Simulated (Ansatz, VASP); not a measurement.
**One calculation of C, two programs**

INCAR

```
PREC     = Accurate       # precision mode
ENCUT    = 600            # plane-wave cutoff, eV
EDIFF    = 1E-6           # SCF threshold, eV
ISMEAR   = 0              # smearing method
SIGMA    = 0.02           # smearing width, eV
LREAL    = False          # projectors in reciprocal space
LASPH    = True           # aspherical terms in the spheres
NELM     = 120            # most SCF steps
ALGO     = Normal         # electronic algorithm
ISIF     = 2              # what is computed and relaxed
LWAVE    = False          # write WAVECAR
LCHARG   = False          # write CHGCAR
GGA      = PS             # functional
NBANDS   = 11             # bands
GGA_COMPAT= False
```

KPOINTS

```
regular mesh
0
Gamma
  6 6 4
```

The input POSCAR:

```
C
1.0
    2.1292574478     -1.2293411703     -0.0104469563
    2.1292574478      1.2293411703     -0.0104469563
   -1.3975272927      0.0000000000      3.6463926539
C
2
Direct
    0.8333458971      0.8333458971      0.0000374669
    0.1666541029      0.1666541029      0.9999625331
```

Input for Ansatz:

```yaml
crystal:
  lattice:
    - [2.1292574478, -1.2293411703, -0.0104469563]
    - [2.1292574478, 1.2293411703, -0.0104469563]
    - [-1.3975272927, 0.0, 3.6463926539]
  atoms:
    - { symbol: C, position: [0.8333458971, 0.8333458971, 3.74669e-05] }
    - { symbol: C, position: [0.1666541029, 0.1666541029, 0.9999625331] }
basis:
  ecutwfc: 420
kpoints:
  mp_grid: { grid: [6, 6, 4] }
hamiltonian:
  xc: pbesol
  pseudopotentials: { kind: paw, azcp: { folder: soft_1 } }
scf:
  occupations: { method: gaussian, width: 0.02 }
output:
  forces: true
  stress: true
  eigenvalues: true
```

Alike in both runs: task single point; functional PBEsol; k mesh 6 × 6 × 4; occupations gaussian, width 0.02 eV; no spin polarisation.

```csv
,VASP,Ansatz
version,VASP 6.6.1,Ansatz 0.2.0
potentials or method,"VASP PAW PBE potentials, release 64 (C), cutoff 600 eV","scalar-relativistic, plane waves, PAW"
valence electrons in the cell,8,8
```

Ansatz gave:

* gap on the k mesh at the Fermi level (eV): 0.41
* least direct gap on the mesh (eV): 0.41
* pressure (GPa): 0.1
* traceless stress, the component that is largest in VASP (GPa): -1.09
* rms of the force components (eV/Å): 0.026

Q: Estimate VASP's values.

A: gap on the k mesh at the Fermi level (eV): 0.41; least direct gap on the mesh (eV): 0.41; pressure (GPa): 0.4; traceless stress, the component that is largest in VASP (GPa): -1.68; rms of the force components (eV/Å): 0.026.

VASP's potentials were made for PBE, not for PBEsol, and Ansatz warns of the same on its side. Atom by atom the forces differ by 0.000 eV/Å (rms over components).

The k mesh is coarse, so the values compare programs but aren't converged.
